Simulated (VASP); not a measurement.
# Co (P6/mmm) in VASP: a series of runs

The runs below take Co through single point, with PBE.

Everything below comes from runs of VASP 6.6.1. Logs are shortened: lines on timing, memory, paths and dates and some standing lists are left out, and cuts for length are marked.

### Step 1. The cell of the first run

The structure is hexagonal, space group P6/mmm (No. 191). Conventional cell: a = 3.910 Å, b = 3.910 Å, c = 2.396 Å, α = 90.00°, β = 90.00°, γ = 120.00°. Co (site symmetry 6/mmm) has 14 Co at 2.40 to 2.56 Å within 3.2 Å. Co (site symmetry -6m2) has 11 Co at 2.26 to 2.56 Å within 3.0 Å.

This isn't the form of Co at room conditions, which is hcp.

### Step 2. Single point, PBE (10.57 Å³/atom)

Contents of INCAR:

```
SYSTEM = Co
PREC = Accurate
ENCUT = 520
EDIFF = 1E-7
ISMEAR = -1
SIGMA = 0.1
LREAL = .False.
LASPH = .True.
NELM = 100
ALGO = Normal
ISIF = 2
LWAVE = .False.
LCHARG = .False.
GGA = PE
NBANDS = 20
```

Contents of KPOINTS:

```
regular mesh
0
Gamma
  11 11 15
  0 0 0
```

Contents of POSCAR:

```
Co
1.0
    3.9095844549      0.0000000000      0.0000000000
   -1.9547922275      3.3857994561      0.0000000000
    0.0000000000      0.0000000000      2.3964108189
Co
3
Direct
    0.0000000000      0.0000000000      0.0000000000
    0.3333333333      0.6666666667      0.5000000000
    0.6666666667      0.3333333333      0.5000000000
```

Potentials or basis: VASP PAW PBE potentials, release 64 (Co).

Command:

```bash
$ cat potpaw_PBE.64/Co/POTCAR > POTCAR
$ mpirun -np 1 vasp_std > vasp.out
```

OUTCAR:

```text
SYSTEM = Co
   PREC = Accurate
   ENCUT = 520
   EDIFF = 1E-7
   ISMEAR = -1
   LREAL = .False.
   LASPH = .True.
   NELM = 100
   ISIF = 2
   GGA = PE

 ion  position               nearest neighbor table
   1  0.000  0.000  0.000-   2 2.56   3 2.56   2 2.56   3 2.56   2 2.56   2 2.56   3 2.56   3 2.56
                             3 2.56   3 2.56   2 2.56   2 2.56
   2  0.333  0.667  0.500-   3 2.26   3 2.26   3 2.26   1 2.56   1 2.56   1 2.56   1 2.56   1 2.56
                             1 2.56
   3  0.667  0.333  0.500-   2 2.26   2 2.26   2 2.26   1 2.56   1 2.56   1 2.56   1 2.56   1 2.56
                             1 2.56

  LATTYP: Found a hexagonal cell.
 ALAT       =     3.9095844549
 C/A-ratio  =     0.6129579362

  Lattice vectors:

 A1 = (   3.9095844549,   0.0000000000,   0.0000000000)
 A2 = (  -1.9547922275,   3.3857994561,   0.0000000000)
 A3 = (   0.0000000000,   0.0000000000,   2.3964108189)

Analysis of symmetry for initial positions (statically):
=====================================================================
 Subroutine PRICEL returns:
 Original cell was already a primitive cell.

 Routine SETGRP: Setting up the symmetry group for a
 hexagonal supercell.

 Subroutine GETGRP returns: Found 24 space group operations
 (whereof 24 operations were pure point group operations)
 out of a pool of 24 trial point group operations.

The static configuration has the point symmetry D_6h.

Analysis of symmetry for dynamics (positions and initial velocities):
=====================================================================
 Subroutine PRICEL returns:
 Original cell was already a primitive cell.

 Routine SETGRP: Setting up the symmetry group for a
 hexagonal supercell.

 Subroutine GETGRP returns: Found 24 space group operations
 (whereof 24 operations were pure point group operations)
 out of a pool of 24 trial point group operations.

The dynamic configuration has the point symmetry D_6h.

 Subroutine INISYM returns: Found 24 space group operations
 (whereof 24 operations are pure point group operations),
 and found     1 'primitive' translations

----------------------------------------------------------------------------------------

                                     Primitive cell

  volume of cell :      31.7215

  direct lattice vectors                    reciprocal lattice vectors
     3.909584455  0.000000000  0.000000000     0.255781660  0.147675610  0.000000000
    -1.954792228  3.385799456  0.000000000     0.000000000  0.295351220  0.000000000
     0.000000000  0.000000000  2.396410819     0.000000000  0.000000000  0.417290722

  length of vectors
     3.909584455  3.909584455  2.396410819     0.295351220  0.295351220  0.417290722

  position of ions in fractional coordinates (direct lattice)
     0.000000000  0.000000000  0.000000000
     0.333333333  0.666666667  0.500000000
     0.666666667  0.333333333  0.500000000

  ion indices of the primitive-cell ions
   primitive index   ion index
                 1           1
                 2           2
                 3           3

----------------------------------------------------------------------------------------

 KPOINTS: regular mesh

Automatic generation of k-mesh.
 Grid dimensions read from file:
 generate k-points for:   11   11   15

 Generating k-lattice:

  Cartesian coordinates                     Fractional coordinates (reciprocal lattice)
     0.023252878  0.013425055  0.000000000     0.090909091  0.000000000  0.000000000
     0.000000000  0.026850111  0.000000000     0.000000000  0.090909091  0.000000000
     0.000000000  0.000000000  0.027819381     0.000000000  0.000000000  0.066666667

  Length of vectors
     0.026850111  0.026850111  0.027819381

  Shift w.r.t. Gamma in fractional coordinates (k-lattice)
     0.000000000  0.000000000  0.000000000

 Subroutine IBZKPT returns following result:
 ===========================================

 Found    128 irreducible k-points:

 Following reciprocal coordinates:
            Coordinates               Weight
  0.000000  0.000000  0.000000      1.000000
  0.090909  0.000000  0.000000      6.000000
  0.181818  0.000000  0.000000      6.000000
  0.272727  0.000000  0.000000      6.000000
  0.363636 -0.000000  0.000000      6.000000
  0.454545  0.000000  0.000000      6.000000
[... 16 lines left out ...]
  0.090909  0.090909  0.066667     12.000000
  0.181818  0.090909  0.066667     24.000000
 [... further k-points ...]
   k-points           NKPTS =    128   k-points in BZ     NKDIM =    128   number of bands    NBANDS=     20
   number of dos      NEDOS =    301   number of ions     NIONS =      3
   total plane-waves  NPLWV =  16200
   dimension x,y,z NGX =    30 NGY =   30 NGZ =   18
   dimension x,y,z NGXF=    60 NGYF=   60 NGZF=   36
   ions per type =               3
   NGX,Y,Z   is equivalent  to a cutoff of  12.76, 12.76, 12.49 a.u.
   NGXF,Y,Z  is equivalent  to a cutoff of  25.51, 25.51, 24.97 a.u.
 SYSTEM =  Co
   PREC   = accura    normal or accurate (medium, high low for compatibility)
   ISTART =      0    job   : 0-new  1-cont  2-samecut
   ICHARG =      2    charge: 1-file 2-atom 10-const
   ISPIN  =      1    spin polarized calculation?
   LNONCOLLINEAR =      F non collinear calculations
   LSORBIT =      F    spin-orbit coupling
   LASPH  =      T    aspherical Exc in radial PAW
   ENCUT  =  520.0 eV  38.22 Ry    6.18 a.u.   7.27  7.27  4.46*2*pi/ulx,y,z
   NELM   =    100;   NELMIN=  2; NELMDL= -5     # of ELM steps
   EDIFF  = 0.1E-06   stopping-criterion for ELM
   LREAL  =      F    real-space projection
   EDIFFG = 0.1E-05   stopping-criterion for IOM
   NSW    =      0    number of steps for IOM
   IBRION =     -1    ionic relax: 0-MD 1-quasi-New 2-CG
   NFREE  =      0    steps in history (QN), initial steepest desc. (CG)
   ISIF   =      2    stress and relaxation
   ISYM   =      2    0-nonsym 1-usesym 2-fastsym
   POTIM  = 0.5000    time-step for ionic-motion
   TEBEG  =    0.0;   TEEND  =   0.0 temperature during run
   PSTRESS=    0.0 pullay stress
   NELECT =      27.0000    total number of electrons
   NUPDOWN=      -1.0000    fix difference up-down
   EMIN   =  10.00;   EMAX   =-10.00  energy-range for DOS
   EFERMI =   0.00;   METHOD = LEGACY
   ISMEAR =    -1;   SIGMA  =   0.10  broadening in eV -4-tet -1-fermi 0-gaus
   EFERMI_NEDOS =   21; number of points for ismear=-14 and -15
   IALGO  =     38    algorithm
   IMIX   =      4    mixing-type and parameters
     AMIX     =   0.40;   BMIX     =  1.00
     AMIX_MAG =   1.60;   BMIX_MAG =  1.00
  volume/ion in A,a.u.               =      10.57        71.36
  Fermi-wavevector in a.u.,A,eV,Ry     =   1.551476  2.931864 32.750280  2.407078
  Thomas-Fermi vector in A             =   2.655990
   LORBIT       =      0    0 simple, 1 ext, 2 COOP (PROOUT), +10 PAW based schemes
   GGA     = PE    functional components
   LHFCALC =     F    Hartree Fock is set to
   AEXX    =    0.0000 exact exchange contribution
   IVDW    =     0    specifies the selected vdW correction
   LEPSILON=     F    determine dielectric tensor
   LRPA    =     F    only Hartree local field effects (RPA)
 non-spin polarized calculation
  energy-cutoff  :      520.00
  volume of cell :       31.72
 maximum number of plane-waves:       903
 NGX is ok and might be reduce to    30
   NGX = 15   NGY = 15   NGZ =  9

 number of electron      26.9999995 magnetization

 Free energy of the ion-electron system (eV)
  ---------------------------------------------------
  ext. energy  EPLUGINS =         0.00000000
  ---------------------------------------------------
  free energy    TOTEN  =       -20.17463295 eV

  energy without entropy =      -19.87187099  energy(sigma->0) =      -20.02325197

 E-fermi :  10.5450     XC(G=0): -13.5621

 val. band max:       10.5444589381   @ k =   0.3636   0.0909   0.0667
 cond. band min:      10.5476613949   @ k =   0.2727   0.2727   0.1333
 fundamental gap:      0.0032024568
 Fermi energy:        10.5450464655

 k-point     1 :       0.0000    0.0000    0.0000
  band No.  band energies     occupation
      1       1.5721      2.00000
      2       6.4117      2.00000
      3       7.6793      2.00000
      4       7.6793      2.00000
      5       7.6924      2.00000
      6       7.6924      2.00000
[... 12 lines left out ...]
     19      17.5671      0.00000
     20      17.5671      0.00000

 k-point     2 :       0.0909    0.0000    0.0000
  band No.  band energies     occupation
      1       1.6911      2.00000
      2       6.4238      2.00000
      3       7.3314      2.00000
      4       7.4861      2.00000
      5       7.7347      2.00000
      6       8.0041      2.00000
[... 12 lines left out ...]
     19      18.3886      0.00000
     20      19.0738      0.00000

 k-point     3 :       0.1818    0.0000    0.0000
  band No.  band energies     occupation
      1       2.0428      2.00000
      2       6.3973      2.00000
      3       6.9685      2.00000
      4       7.3965      2.00000
      5       7.4828      2.00000
      6       8.2071      2.00000
[... 12 lines left out ...]
     19      18.3766      0.00000
     20      20.6856      0.00000

 k-point     4 :       0.2727    0.0000    0.0000
  band No.  band energies     occupation
      1       2.6097      2.00000
      2       6.1776      2.00000
      3       6.6796      2.00000
      4       7.2496      2.00000
      5       7.4011      2.00000
      6       8.1392      2.00000
[... 429 lines left out ...]
 k-point    23 :       0.0909    0.0909    0.0667
  band No.  band energies     occupation
      1       2.0507      2.00000
      2       6.5034      2.00000
      3       7.1193      2.00000
      4       7.1897      2.00000
      5       7.8544      2.00000
      6       7.9554      2.00000
[... 12 lines left out ...]
     19      19.2600      0.00000
     20      19.3101      0.00000

 k-point    24 :       0.1818    0.0909    0.0667
  band No.  band energies     occupation
      1       2.5061      2.00000
      2       6.3654      2.00000
      3       6.8075      2.00000
      4       7.1322      2.00000
      5       7.7078      2.00000
      6       8.1642      2.00000
[... 12 lines left out ...]
     19      19.0168      0.00000
     20      20.6951      0.00000

 [... further k-points ...]

------------------------ aborting loop because EDIFF is reached ----------------------------------------

  FORCE on cell =-STRESS in cart. coord.  units (eV):
  Direction    XX          YY          ZZ          XY          YZ          ZX
  --------------------------------------------------------------------------------------
  -------------------------------------------------------------------------------------
  Total       -0.1610922     -0.1610922     -0.1013484      0.0000000      0.0000000      0.0000000
  in kB       -8.1363929     -8.1363929     -5.1188729      0.0000000      0.0000000      0.0000000
  external PRESSURE =      -7.1305529 kB  Pullay stress =       0.0000000 kB

 VOLUME and BASIS-vectors are now :
 -----------------------------------------------------------------------------
  energy-cutoff  :      520.00
  volume of cell :       31.72
      direct lattice vectors                 reciprocal lattice vectors
     3.909584455  0.000000000  0.000000000     0.255781660  0.147675610  0.000000000
    -1.954792228  3.385799456  0.000000000     0.000000000  0.295351220  0.000000000
     0.000000000  0.000000000  2.396410819     0.000000000  0.000000000  0.417290722

 POSITION                                       TOTAL-FORCE (eV/Angst)
 -----------------------------------------------------------------------------------
      0.00000      0.00000      0.00000         0.000000      0.000000      0.000000
     -0.00000      2.25720      1.19821         0.000000      0.000000     -0.000000
      1.95479      1.12860      1.19821        -0.000000      0.000000      0.000000
 -----------------------------------------------------------------------------------
    total drift:                               -0.000000      0.000000      0.000000

  FREE ENERGIE OF THE ION-ELECTRON SYSTEM (eV)
  ---------------------------------------------------
  free  energy   TOTEN  =       -20.1746329541 eV

  energy  without entropy=      -19.8718709899  energy(sigma->0) =      -20.02325197
```

Wall time 1.9 min (1 thread of AMD EPYC 7R43 (Zen 3), shared host); peak memory 0.16 GiB.

What came out:

```
Free energy            : -20.1746 eV
Pressure               : -0.7 GPa
Band gap on the k mesh : zero (an odd number of electrons rules out a gap without spin polarisation)
```

Stress tensor (GPa, compression positive):
```
-0.81  0.00  0.00
 0.00 -0.81  0.00
 0.00  0.00 -0.51
```

Levels at points of the mesh, in eV from the Fermi level:
```
           k point  band 12  band 13  band 14  band 15  band 16  band 17
(0.00, 0.00, 0.00)    -0.96    -0.92    -0.92     0.44     0.44     7.00
```

Caveat: the run has no spin polarisation, though such a crystal can be magnetic. Spin polarisation is off, so any magnetic state and its effect on volume and gap are missing.

### Step 3. Single point, PBE (11.00 Å³/atom)

This run uses another cell than the first one, of 11.00 Å³/atom.

Contents of INCAR:

```
ALGO = Normal
EDIFF = 1E-6
ENCUT = 520
GGA = PE
ISIF = 2
ISMEAR = -1
LASPH = True
LCHARG = True
LELF = True
LREAL = False
LVHAR = True
LWAVE = False
NBANDS = 20
NELM = 60
PREC = Accurate
SIGMA = 0.1
```

Contents of KPOINTS:

```
k-points
0
Gamma
  11 11 15
```

Contents of POSCAR:

```
Co
1.0
    3.9610322555      0.0000000000      0.0000000000
   -1.9805161278      3.4303545584      0.0000000000
    0.0000000000      0.0000000000      2.4279461566
Co
3
Direct
    0.0000000000      0.0000000000      0.0000000000
    0.3333333333      0.6666666667      0.5000000000
    0.6666666667      0.3333333333      0.5000000000
```

Potentials or basis: VASP PAW PBE potentials, release 64 (Co).

Command:

```bash
$ cat potpaw_PBE.64/Co/POTCAR > POTCAR
$ mpirun -np 1 vasp_std > vasp.out
```

Wall time 1.7 min (1 thread of AMD EPYC 7R43 (Zen 3), shared host); peak memory 0.16 GiB.

The run converged. Its results:

| Property | Result |
| --- | --- |
| Free energy | -20.1343 eV |
| Pressure | -8.9 GPa |
| Band gap on the k mesh | zero (an odd number of electrons rules out a gap without spin polarisation) |

Stress tensor (GPa, compression positive):
```
-9.13  0.00  0.00
 0.00 -9.13  0.00
 0.00  0.00 -8.33
```

Levels at points of the mesh, in eV from the Fermi level:
```csv
k point,band 11,band 12,band 13,band 14,band 15,band 16,band 17,band 18
"(0.00, 0.00, 0.00)",-0.90,-0.90,-0.87,-0.87,0.42,0.42,6.79,6.79
```

Caveat: the cell stands under tension; the run has no spin polarisation, though such a crystal can be magnetic. Spin polarisation is off, so any magnetic state and its effect on volume and gap are missing.

### Step 4. Single point, PBE (11.42 Å³/atom)

This run uses another cell than the first one, of 11.42 Å³/atom.

Contents of INCAR:

```
SYSTEM = Co
  PREC = Accurate
  ENCUT = 520
  EDIFF = 1E-6
  ISMEAR = -1
  SIGMA = 0.1
  LREAL = .FALSE.
  LASPH = .TRUE.
  NELM = 60
  ALGO = Normal
  ISIF = 2
  LWAVE = .FALSE.
  LCHARG = .FALSE.
  GGA = PE
  NBANDS = 20
```

Contents of KPOINTS:

```
Automatic mesh
0
G
  11 11 15
  0 0 0
```

Contents of POSCAR:

```
Co
1.0
    4.0111772276      0.0000000000      0.0000000000
   -2.0055886138      3.4737813782      0.0000000000
    0.0000000000      0.0000000000      2.4586829152
Co
3
Direct
    0.0000000000      0.0000000000      0.0000000000
    0.3333333333      0.6666666667      0.5000000000
    0.6666666667      0.3333333333      0.5000000000
```

Command:

```bash
$ cat potpaw_PBE.64/Co/POTCAR > POTCAR
$ mpirun -np 1 vasp_std > vasp.out
```

Run time: 1.9 min. Hardware: 1 thread of AMD EPYC 7R43 (Zen 3), shared host; peak memory 0.15 GiB.

It converged, with:

| Quantity | Value |
| --- | --- |
| Free energy | -20.0357 eV |
| Pressure | -15.4 GPa |
| Band gap on the k mesh | zero (an odd number of electrons rules out a gap without spin polarisation) |

Stress tensor (GPa, compression positive):
```
-15.82   0.00   0.00
  0.00 -15.82   0.00
  0.00   0.00 -14.62
```

Levels at points of the mesh, in eV from the Fermi level:
```tsv
k point	band 10	band 11	band 12	band 13	band 14	band 15	band 16	band 17	band 18	band 19
(0.00, 0.00, 0.00)	-1.35	-0.85	-0.85	-0.81	-0.81	0.39	0.39	6.59	6.59	6.61
```

Caveat: the cell stands under tension; the run has no spin polarisation, though such a crystal can be magnetic. Spin polarisation is off, so any magnetic state and its effect on volume and gap are missing.

(Part 1 of 2 ends here.)
